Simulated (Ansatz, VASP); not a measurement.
## One calculation of SnO2, two programs

```
Sn O
1.0
     4.64559    0.00000    0.00000
     0.00000    4.64608    0.00000
     0.00000    0.00000    3.13846
Sn O
2 4
Direct
  0.50000 0.50000 0.50000
  0.00000 0.00000 0.00000
  0.30599 0.25427 0.00000
  0.80599 0.24573 0.50000
  0.19401 0.75427 0.50000
  0.69401 0.74573 0.00000
```

Alike in both runs: task single point; functional LDA; k mesh 6 × 6 × 8; occupations gaussian, width 0.05 eV; no spin polarisation.

```csv
,VASP,Ansatz
version,VASP 6.6.1,Ansatz 0.2.0
potentials or method,"VASP PAW LDA potentials, release 64 (Sn_d, O), cutoff 520 eV","scalar-relativistic, plane waves, PAW"
valence electrons in the cell,52,52
```

|  | VASP | Ansatz | Ansatz less VASP |
| --- | --- | --- | --- |
| gap on the k mesh at the Fermi level (eV) | 1.70 | 1.67 | -0.021 |
| least direct gap on the mesh (eV) | 1.71 | 1.70 | -0.016 |
| pressure (GPa) | 16.5 | 14.9 | -1.52 |
| traceless stress, the component that is largest in VASP (GPa) | 12.78 | 12.37 | -0.409 |
| rms of the force components (eV/Å) | 2.032 | 1.986 | -0.0452 |

Ansatz warns that its potentials were made for another functional, while VASP's fit it. LDA's correlation is that of Perdew and Zunger in VASP and of Perdew and Wang (1992) in Ansatz. Atom by atom the forces differ by 0.046 eV/Å (rms over components).
